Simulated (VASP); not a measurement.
# Bi (Im-3m) in VASP: a series of runs

Bi is run at these levels: LDA; tasks: single point, relaxation of cell and atoms.

Program: VASP 6.6.1. These are calculated values, not measurements. Logs are shortened: lines on timing, memory, paths and dates and some standing lists are left out, and cuts for length are marked.

### 1 The cell of the first run

It takes space group Im-3m (No. 229, cubic). The conventional cell has a = 3.733 Å, b = 3.733 Å, c = 3.733 Å, α = 90.00°, β = 90.00°, γ = 90.00°. Bi (site symmetry m-3m) has 14 Bi at 3.23 to 3.73 Å within 4.3 Å.

### 2 Single point, LDA

Input file INCAR:

```
PREC     = Accurate       # precision mode
ENCUT    = 520            # plane-wave cutoff, eV
EDIFF    = 1E-7           # SCF threshold, eV
ISMEAR   = -1             # smearing method
SIGMA    = 0.1            # smearing width, eV
LREAL    = F              # projectors in reciprocal space
LASPH    = T              # aspherical terms in the spheres
NELM     = 80             # most SCF steps
ALGO     = Normal         # electronic algorithm
ISIF     = 2              # what is computed and relaxed
LWAVE    = F              # write WAVECAR
LCHARG   = T              # write CHGCAR
LELF     = T              # ELF
LVHAR    = T            
NBANDS   = 14             # bands
```

Input file KPOINTS:

```
regular mesh
0
Gamma
  16 16 16
```

Input file POSCAR:

```
Bi
1.0
   -1.8665575403      1.8665575403      1.8665575403
    1.8665575403     -1.8665575403      1.8665575403
    1.8665575403      1.8665575403     -1.8665575403
Bi
1
Direct
    0.0000000000      0.0000000000      0.0000000000
```

Potentials or basis: VASP PAW LDA potentials, release 64 (Bi_d).

Started as:

```
cat potpaw_LDA.64/Bi_d/POTCAR > POTCAR
mpirun -np 1 vasp_std > vasp.out
```

OUTCAR:

```text
PREC = Accurate
   ENCUT = 520
   EDIFF = 1E-7
   ISMEAR = -1
   LREAL = F
   LASPH = T
   NELM = 80
   ISIF = 2

 ion  position               nearest neighbor table
   1  0.000  0.000  0.000-

  LATTYP: Found a body centered cubic cell.
 ALAT       =     3.7331150806

  Lattice vectors:

 A1 = (  -1.8665575403,   1.8665575403,   1.8665575403)
 A2 = (   1.8665575403,  -1.8665575403,   1.8665575403)
 A3 = (   1.8665575403,   1.8665575403,  -1.8665575403)

Analysis of symmetry for initial positions (statically):
=====================================================================
 Subroutine PRICEL returns:
 Original cell was already a primitive cell.

 Routine SETGRP: Setting up the symmetry group for a
 body centered cubic supercell.

 Subroutine GETGRP returns: Found 48 space group operations
 (whereof 48 operations were pure point group operations)
 out of a pool of 48 trial point group operations.

The static configuration has the point symmetry O_h .

Analysis of symmetry for dynamics (positions and initial velocities):
=====================================================================
 Subroutine PRICEL returns:
 Original cell was already a primitive cell.

 Routine SETGRP: Setting up the symmetry group for a
 body centered cubic supercell.

 Subroutine GETGRP returns: Found 48 space group operations
 (whereof 48 operations were pure point group operations)
 out of a pool of 48 trial point group operations.

The dynamic configuration has the point symmetry O_h .

 Subroutine INISYM returns: Found 48 space group operations
 (whereof 48 operations are pure point group operations),
 and found     1 'primitive' translations

----------------------------------------------------------------------------------------

                                     Primitive cell

  volume of cell :      26.0126

  direct lattice vectors                    reciprocal lattice vectors
    -1.866557540  1.866557540  1.866557540     0.000000000  0.267872803  0.267872803
     1.866557540 -1.866557540  1.866557540     0.267872803  0.000000000  0.267872803
     1.866557540  1.866557540 -1.866557540     0.267872803  0.267872803  0.000000000

  length of vectors
     3.232972495  3.232972495  3.232972495     0.378829351  0.378829351  0.378829351

  position of ions in fractional coordinates (direct lattice)
     0.000000000  0.000000000  0.000000000

  ion indices of the primitive-cell ions
   primitive index   ion index
                 1           1

----------------------------------------------------------------------------------------

 KPOINTS: regular mesh

Automatic generation of k-mesh.
 Grid dimensions read from file:
 generate k-points for:   16   16   16

 Generating k-lattice:

  Cartesian coordinates                     Fractional coordinates (reciprocal lattice)
     0.000000000  0.016742050  0.016742050     0.062500000  0.000000000  0.000000000
     0.016742050  0.000000000  0.016742050     0.000000000  0.062500000  0.000000000
     0.016742050  0.016742050  0.000000000     0.000000000  0.000000000  0.062500000

  Length of vectors
     0.023676834  0.023676834  0.023676834

  Shift w.r.t. Gamma in fractional coordinates (k-lattice)
     0.000000000  0.000000000  0.000000000

 Subroutine IBZKPT returns following result:
 ===========================================

 Found    145 irreducible k-points:

 Following reciprocal coordinates:
            Coordinates               Weight
  0.000000  0.000000  0.000000      1.000000
  0.062500  0.000000  0.000000     12.000000
  0.125000  0.000000  0.000000     12.000000
  0.187500  0.000000  0.000000     12.000000
  0.250000  0.000000  0.000000     12.000000
  0.312500  0.000000  0.000000     12.000000
[... 16 lines left out ...]
  0.187500  0.187500  0.000000     24.000000
  0.250000  0.187500 -0.000000     48.000000
 [... further k-points ...]
   k-points           NKPTS =    145   k-points in BZ     NKDIM =    145   number of bands    NBANDS=     14
   number of dos      NEDOS =    301   number of ions     NIONS =      1
   total plane-waves  NPLWV =  13824
   dimension x,y,z NGX =    24 NGY =   24 NGZ =   24
   dimension x,y,z NGXF=    48 NGYF=   48 NGZF=   48
   ions per type =               1
   NGX,Y,Z   is equivalent  to a cutoff of  12.34, 12.34, 12.34 a.u.
   NGXF,Y,Z  is equivalent  to a cutoff of  24.68, 24.68, 24.68 a.u.
 SYSTEM =  unknown system
   PREC   = accura    normal or accurate (medium, high low for compatibility)
   ISTART =      0    job   : 0-new  1-cont  2-samecut
   ICHARG =      2    charge: 1-file 2-atom 10-const
   ISPIN  =      1    spin polarized calculation?
   LNONCOLLINEAR =      F non collinear calculations
   LSORBIT =      F    spin-orbit coupling
   LASPH  =      T    aspherical Exc in radial PAW
   ENCUT  =  520.0 eV  38.22 Ry    6.18 a.u.   6.01  6.01  6.01*2*pi/ulx,y,z
   NELM   =     80;   NELMIN=  2; NELMDL= -5     # of ELM steps
   EDIFF  = 0.1E-06   stopping-criterion for ELM
   LREAL  =      F    real-space projection
   EDIFFG = 0.1E-05   stopping-criterion for IOM
   NSW    =      0    number of steps for IOM
   IBRION =     -1    ionic relax: 0-MD 1-quasi-New 2-CG
   NFREE  =      0    steps in history (QN), initial steepest desc. (CG)
   ISIF   =      2    stress and relaxation
   ISYM   =      2    0-nonsym 1-usesym 2-fastsym
   POTIM  = 0.5000    time-step for ionic-motion
   TEBEG  =    0.0;   TEEND  =   0.0 temperature during run
   PSTRESS=    0.0 pullay stress
   NELECT =      15.0000    total number of electrons
   NUPDOWN=      -1.0000    fix difference up-down
   EMIN   =  10.00;   EMAX   =-10.00  energy-range for DOS
   EFERMI =   0.00;   METHOD = LEGACY
   ISMEAR =    -1;   SIGMA  =   0.10  broadening in eV -4-tet -1-fermi 0-gaus
   EFERMI_NEDOS =   21; number of points for ismear=-14 and -15
   IALGO  =     38    algorithm
   IMIX   =      4    mixing-type and parameters
     AMIX     =   0.40;   BMIX     =  1.00
     AMIX_MAG =   1.60;   BMIX_MAG =  1.00
  volume/ion in A,a.u.               =      26.01       175.54
  Fermi-wavevector in a.u.,A,eV,Ry     =   1.362628  2.574993 25.262674  1.856754
  Thomas-Fermi vector in A             =   2.489101
   LORBIT       =      0    0 simple, 1 ext, 2 COOP (PROOUT), +10 PAW based schemes
   GGA     = CA    functional components
   LHFCALC =     F    Hartree Fock is set to
   AEXX    =    0.0000 exact exchange contribution
   IVDW    =     0    specifies the selected vdW correction
   LEPSILON=     F    determine dielectric tensor
   LRPA    =     F    only Hartree local field effects (RPA)
 non-spin polarized calculation
  energy-cutoff  :      520.00
  volume of cell :       26.01
 maximum number of plane-waves:       718
   NGX = 13   NGY = 13   NGZ = 13

 number of electron      14.9999993 magnetization

 Free energy of the ion-electron system (eV)
  ---------------------------------------------------
  ext. energy  EPLUGINS =         0.00000000
  ---------------------------------------------------
  free energy    TOTEN  =        -4.37949532 eV

  energy without entropy =       -4.36186788  energy(sigma->0) =       -4.37068160

 E-fermi :  10.0995     XC(G=0): -11.4096

 val. band max:       10.0794932089   @ k =   0.3125   0.1250   0.0625
 cond. band min:      10.1242546142   @ k =   0.3125   0.1875   0.1250
 fundamental gap:      0.0447614053
 Fermi energy:        10.0995340069

 k-point     1 :       0.0000    0.0000    0.0000
  band No.  band energies     occupation
      1     -13.0511      2.00000
      2     -13.0511      2.00000
      3     -13.0511      2.00000
      4     -12.8185      2.00000
      5     -12.8185      2.00000
      6      -4.8138      2.00000
      7      16.5942      0.00000
      8      16.5942      0.00000
      9      16.5942      0.00000
     10      20.6177      0.00000
     11      20.6177      0.00000
     12      20.6177      0.00000
     13      21.9523      0.00000
     14      23.1050      0.00000

 k-point     2 :       0.0625    0.0000    0.0000
  band No.  band energies     occupation
      1     -13.0541      2.00000
      2     -13.0468      2.00000
      3     -13.0372      2.00000
      4     -12.8219      2.00000
      5     -12.8190      2.00000
      6      -4.7260      2.00000
      7      15.6786      0.00000
      8      16.2884      0.00000
      9      16.4843      0.00000
     10      20.0319      0.00000
     11      20.3840      0.00000
     12      20.5314      0.00000
     13      22.4757      0.00000
     14      23.4772      0.00000

 k-point     3 :       0.1250    0.0000    0.0000
  band No.  band energies     occupation
      1     -13.0624      2.00000
      2     -13.0355      2.00000
      3     -12.9976      2.00000
      4     -12.8310      2.00000
      5     -12.8201      2.00000
      6      -4.4629      2.00000
      7      13.7609      0.00000
      8      15.5493      0.00000
      9      16.1629      0.00000
     10      19.1773      0.00000
     11      19.9127      0.00000
     12      20.4855      0.00000
     13      23.0206      0.00000
     14      24.3555      0.00000
[... 324 lines left out ...]
 k-point    23 :       0.1875    0.1875    0.0000
  band No.  band energies     occupation
      1     -13.0756      2.00000
      2     -13.0031      2.00000
      3     -12.8592      2.00000
      4     -12.8373      2.00000
      5     -12.7966      2.00000
      6      -2.5100      2.00000
      7       8.0886      2.00000
      8      10.9015      0.00066
      9      13.9103      0.00000
     10      19.1864      0.00000
     11      19.7281      0.00000
     12      22.5167      0.00000
     13      24.1653      0.00000
     14      25.6150      0.00000

 k-point    24 :       0.2500    0.1875   -0.0000
  band No.  band energies     occupation
      1     -13.0806      2.00000
      2     -12.9889      2.00000
      3     -12.8552      2.00000
      4     -12.8418      2.00000
      5     -12.7614      2.00000
      6      -1.7419      2.00000
      7       6.7781      2.00000
      8       9.8651      1.82502
      9      13.4847      0.00000
     10      19.0237      0.00000
     11      20.2501      0.00000
     12      22.7846      0.00000
     13      25.1633      0.00000
     14      25.3446      0.00000

 [... further k-points ...]
[... 5 lines left out ...]
  --------------------------------------------------------------------------------------
  -------------------------------------------------------------------------------------
  Total        1.6737795      1.6737795      1.6737795     -0.0000000     -0.0000000     -0.0000000
  in kB      103.0919360    103.0919360    103.0919360     -0.0000000     -0.0000000     -0.0000000
  external PRESSURE =     103.0919360 kB  Pullay stress =       0.0000000 kB

 VOLUME and BASIS-vectors are now :
 -----------------------------------------------------------------------------
  energy-cutoff  :      520.00
  volume of cell :       26.01
      direct lattice vectors                 reciprocal lattice vectors
    -1.866557540  1.866557540  1.866557540     0.000000000  0.267872803  0.267872803
     1.866557540 -1.866557540  1.866557540     0.267872803  0.000000000  0.267872803
     1.866557540  1.866557540 -1.866557540     0.267872803  0.267872803  0.000000000

 POSITION                                       TOTAL-FORCE (eV/Angst)
 -----------------------------------------------------------------------------------
      0.00000      0.00000      0.00000         0.000000     -0.000000     -0.000000
 -----------------------------------------------------------------------------------
    total drift:                                0.000000      0.000000     -0.000000

  FREE ENERGIE OF THE ION-ELECTRON SYSTEM (eV)
  ---------------------------------------------------
  free  energy   TOTEN  =        -4.3794953227 eV

  energy  without entropy=       -4.3618678784  energy(sigma->0) =       -4.37068160
```

It took 13 s on 1 thread of Intel Xeon Platinum 8559C (Emerald Rapids), shared host; peak memory 0.16 GiB.

What came out:

| Quantity | Value |
| --- | --- |
| Free energy | -4.3795 eV |
| Pressure | 10.3 GPa |

Levels at points of the mesh, in eV from the Fermi level:
```csv
k point,band 6,band 7,band 8,band 9,band 10,band 11
"(0.00, 0.00, 0.00)",-14.91,6.49,6.49,6.49,10.52,10.52
"(0.50, 0.00, 0.00)",-10.74,-6.18,1.92,3.91,6.80,8.18
"(0.50, 0.50, 0.50)",-7.73,-2.23,-2.23,-2.23,3.48,3.48
```

Caveat: spin-orbit coupling is left out, which moves the levels of the heavy elements.

### 3 Relaxation of cell and atoms, LDA, target pressure 10.1 GPa, at which the enthalpy is minimised

Input file INCAR:

```
PREC     = Accurate       # precision mode
ENCUT    = 600            # plane-wave cutoff, eV
EDIFF    = 1E-7           # SCF threshold, eV
ISMEAR   = -1             # smearing method
SIGMA    = 0.1            # smearing width, eV
LREAL    = F              # projectors in reciprocal space
LASPH    = T              # aspherical terms in the spheres
NELM     = 60             # most SCF steps
ALGO     = Fast           # electronic algorithm
ISIF     = 3              # what is computed and relaxed
LWAVE    = F              # write WAVECAR
LCHARG   = F              # write CHGCAR
GGA      = CA             # functional
IBRION   = 2              # ionic algorithm
NSW      = 80             # ionic steps
EDIFFG   = -0.002         # ionic threshold
PSTRESS  = 101.0
```

KPOINTS is that of step 2.

Input file POSCAR:

```
Bi
1.0
   -1.8672142373      1.8672142373      1.8672142373
    1.8672142373     -1.8672142373      1.8672142373
    1.8672142373      1.8672142373     -1.8672142373
Bi
1
Direct
    0.0000000000      0.0000000000      0.0000000000
```

Potentials or basis: VASP PAW LDA potentials, release 64 (Bi_d).

Started as:

```
cat potpaw_LDA.64/Bi_d/POTCAR > POTCAR
mpirun -np 1 vasp_std > vasp.out
```

OUTCAR:

```text
PREC = Accurate
   ENCUT = 600
   EDIFF = 1E-7
   ISMEAR = -1
   LREAL = F
   LASPH = T
   NELM = 60
   ISIF = 3
   GGA = CA
   IBRION = 2
   NSW = 80
   EDIFFG = -0.002
   PSTRESS = 101.0

 ion  position               nearest neighbor table
   1  0.000  0.000  0.000-

  LATTYP: Found a body centered cubic cell.
 ALAT       =     3.7344284746

  Lattice vectors:

 A1 = (  -1.8672142373,   1.8672142373,   1.8672142373)
 A2 = (   1.8672142373,  -1.8672142373,   1.8672142373)
 A3 = (   1.8672142373,   1.8672142373,  -1.8672142373)

Analysis of symmetry for initial positions (statically):
=====================================================================
 Subroutine PRICEL returns:
 Original cell was already a primitive cell.

 Routine SETGRP: Setting up the symmetry group for a
 body centered cubic supercell.

 Subroutine GETGRP returns: Found 48 space group operations
 (whereof 48 operations were pure point group operations)
 out of a pool of 48 trial point group operations.

The static configuration has the point symmetry O_h .
[... 167 lines left out ...]
  --------------------------------------------------------------------------------------
  -------------------------------------------------------------------------------------
  Total        1.6651294      1.6651294      1.6651294      0.0000000     -0.0000000      0.0000000
  in kB      102.4509832    102.4509832    102.4509832      0.0000000     -0.0000000      0.0000000
  external PRESSURE =       1.4509832 kB  Pullay stress =     101.0000000 kB
[... 98 lines left out ...]
--------------------------------------- Ionic step        4  -------------------------------------------

 number of electron      15.0000000 magnetization

 Free energy of the ion-electron system (eV)
  ---------------------------------------------------
  ext. energy  EPLUGINS =         0.00000000
  ---------------------------------------------------
  free energy    TOTEN  =        -4.38383044 eV

  energy without entropy =       -4.36616917  energy(sigma->0) =       -4.37499980

 E-fermi :  10.0618     XC(G=0): -11.3966

 val. band max:       10.0419356786   @ k =   0.3125   0.1250   0.0625
 cond. band min:      10.0884522929   @ k =   0.3125   0.1875   0.1250
 fundamental gap:      0.0465166144
 Fermi energy:        10.0618008644

 k-point     1 :       0.0000    0.0000    0.0000
  band No.  band energies     occupation
      1     -13.0855      2.00000
      2     -13.0855      2.00000
      3     -13.0855      2.00000
      4     -12.8547      2.00000
      5     -12.8547      2.00000
      6      -4.8296      2.00000
      7      16.5334      0.00000
      8      16.5334      0.00000
      9      16.5334      0.00000
     10      20.5812      0.00000
     11      20.5812      0.00000
[... 309 lines left out ...]
 k-point    24 :       0.2500    0.1875    0.0000
  band No.  band energies     occupation
      1     -13.1146      2.00000
      2     -13.0236      2.00000
      3     -12.8910      2.00000
      4     -12.8777      2.00000
      5     -12.7978      2.00000
      6      -1.7685      2.00000
      7       6.7446      2.00000
      8       9.8291      1.82226
      9      13.4397      0.00000
     10      18.9714      0.00000
     11      20.2015      0.00000

 [... further k-points ...]
[... 5 lines left out ...]
  --------------------------------------------------------------------------------------
  -------------------------------------------------------------------------------------
  Total        1.6438031      1.6438031      1.6438031      0.0000000      0.0000000      0.0000000
  in kB      100.9865541    100.9865541    100.9865541      0.0000000      0.0000000      0.0000000
  external PRESSURE =      -0.0134459 kB  Pullay stress =     101.0000000 kB
[... 20 lines left out ...]
  energy  without entropy=       -4.3661691675  energy(sigma->0) =       -4.37499980

  enthalpy is  TOTEN    =        -2.7398084963 eV   P V=        1.6440219419

 reached required accuracy - stopping structural energy minimisation
```

OSZICAR:

```text
N       E                     dE             d eps       ncg     rms          rms(c)
DAV:   1     0.110291655813E+03    0.11029E+03   -0.89020E+03  3204   0.184E+03
DAV:   2     0.103786456077E+01   -0.10925E+03   -0.10682E+03  3244   0.388E+02
DAV:   3    -0.426712568621E+01   -0.53050E+01   -0.52010E+01  3743   0.906E+01
[... 36 lines left out ...]
DAV:   1    -0.438383955632E+01   -0.36670E-03   -0.21157E-04  3568   0.316E-01    0.161E-02
RMM:   2    -0.438383167068E+01    0.78856E-05   -0.11884E-05  3365   0.652E-02    0.642E-03
RMM:   3    -0.438383032102E+01    0.13497E-05   -0.63388E-06  3291   0.437E-02    0.689E-04
RMM:   4    -0.438383042219E+01   -0.10117E-06   -0.10313E-06  3048   0.113E-02    0.456E-04
RMM:   5    -0.438383043826E+01   -0.16069E-07   -0.17812E-07  2135   0.499E-03
   4 F= -.27398085E+01 E0= -.27309779E+01  d E =-.139733E-04
```

CONTCAR:

```text
Bi
   1.00000000000000
    -1.8681522856991188    1.8681522856991188    1.8681522856991188
     1.8681522856991188   -1.8681522856991188    1.8681522856991188
     1.8681522856991188    1.8681522856991188   -1.8681522856991188
  Bi
     1
Direct
     0.0000000000000000    0.0000000000000000    0.0000000000000000

  0.00000000E+00  0.00000000E+00  0.00000000E+00
```

Wall time 79 s (1 thread of Intel Xeon Platinum 8559C (Emerald Rapids), shared host); peak memory 0.18 GiB.

Results:

- Free energy: -4.3838 eV
- Relaxed volume: 26.08 Å³/atom
- Relaxed cell: a = 3.236 Å, b = 3.236 Å, c = 3.236 Å, α = 109.47°, β = 109.47°, γ = 109.47°
- Space group after relaxing (to 0.05 Å): Im-3m (No. 229)
- Energy change on relaxing (the enthalpy is what falls): -2.5 meV/atom
- Ionic steps: 4
- Pressure after relaxing: 10.1 GPa

Step by step:
```csv
step,energy change (eV),largest force (eV/Å),pressure (GPa),volume (Å³)
1,0.0000,0.0000,10.25,26.04
2,-0.0056,0.0000,9.86,26.13
3,-0.0021,0.0000,10.13,26.07
4,-0.0025,0.0000,10.10,26.08
```

Final structure:
```
Bi
1.0
    -1.86815    1.86815    1.86815
     1.86815   -1.86815    1.86815
     1.86815    1.86815   -1.86815
Bi
1
Cartesian
  0.0000 0.0000 0.0000
```

Caveat: the cell is relaxed towards a set pressure, so the enthalpy falls and the energy may rise; spin-orbit coupling is left out, which moves the levels of the heavy elements.

(Part 1 of 2 ends here.)
